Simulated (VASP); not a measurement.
Input of a VASP 6.6.1 run:

File INCAR:

```
SYSTEM = MgO
PREC = Accurate
ENCUT = 520
EDIFF = 1E-6
ISMEAR = -1
SIGMA = 0.02
LREAL = .False.
LASPH = .True.
NELM = 100
ALGO = Normal
ISIF = 2
LWAVE = .False.
LCHARG = .False.
GGA = PE
NBANDS = 11
```

Contents of KPOINTS:

```
regular mesh
0
Gamma
  10 10 10
  0 0 0
```

File POSCAR:

```
MgO
1.0
    0.0000000000      2.2820056617      2.3276457750
    2.2820056617      0.0000000000      2.3276457750
    2.2820056617      2.2820056617      0.0000000000
Mg O
1 1
Direct
    0.0000000000      0.0000000000      0.0000000000
    0.2500000000      0.2500000000      0.2500000000
```

Potentials or basis: VASP PAW PBE potentials, release 64 (Mg, O).

Run with:

```bash
$ cat potpaw_PBE.64/Mg/POTCAR potpaw_PBE.64/O/POTCAR > POTCAR
$ mpirun -np 1 vasp_std > vasp.out
```

(1) What does it give for the band gap on the k mesh?

(2) Estimate the pressure.

## Answers

(1) 3.51 eV, indirect (the least direct gap lies 2.1 meV higher).

(2) 1.0 GPa.

Caveat: the cell differs from its parent crystal (uniaxial z strain +2.0%).
